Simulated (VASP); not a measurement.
Wanted: the native input for a VASP 6.6.1 run.

* Task: single point
* Functional: PBEsol
* Potentials or basis: VASP PAW PBE potentials, release 64 (Al)
* Cutoff: 500 eV
* k mesh: 15 × 15 × 8
* Occupations: tetrahedron
* Spin: no spin polarisation
* Dipole correction: no
* Further INCAR settings: ALGO = Normal; EDIFF = 1e-06; NBANDS = 10

The structure of Al lies in POSCAR:

```
Al
1.0
    3.0940118927      0.0000000000      0.0000000000
   -1.5470059464      2.6794928987      0.0000000000
    0.0000000000      0.0000000000      5.0209478486
Al
2
Direct
    0.3333333333      0.6666666667      0.2500000000
    0.6666666667      0.3333333333      0.7500000000
```

These files were run (other wordings do the same):

INCAR

```
SYSTEM = Al
  PREC = Accurate
  ENCUT = 500
  EDIFF = 1E-6
  ISMEAR = -5
  SIGMA = 0.1
  LREAL = .False.
  LASPH = .True.
  NELM = 120
  ALGO = Normal
  ISIF = 2
  LWAVE = .False.
  LCHARG = .True.
  GGA = PS
  LELF = .True.
  LVHAR = .True.
  NBANDS = 10
  GGA_COMPAT = .False.
```

KPOINTS

```
regular mesh
0
Gamma
  15 15 8
  0 0 0
```

Potentials or basis: VASP PAW PBE potentials, release 64 (Al).

The run is started by

```bash
$ cat potpaw_PBE.64/Al/POTCAR > POTCAR
$ mpirun -np 1 vasp_std > vasp.out
```

Results of the run:

* Pressure: -11.0 GPa
* Band gap on the k mesh: zero (band 3 reaches 9.60 eV, above the bottom of band 4 at 2.90 eV)

Caveat: the PAW data sets were made with another functional, which shifts forces and pressure a little; tetrahedron occupations give inexact forces and stress in metals.

Wall time 28 s on 1 thread of Intel Xeon 6975P-C, with other jobs on the host, peak memory 0.18 GiB.
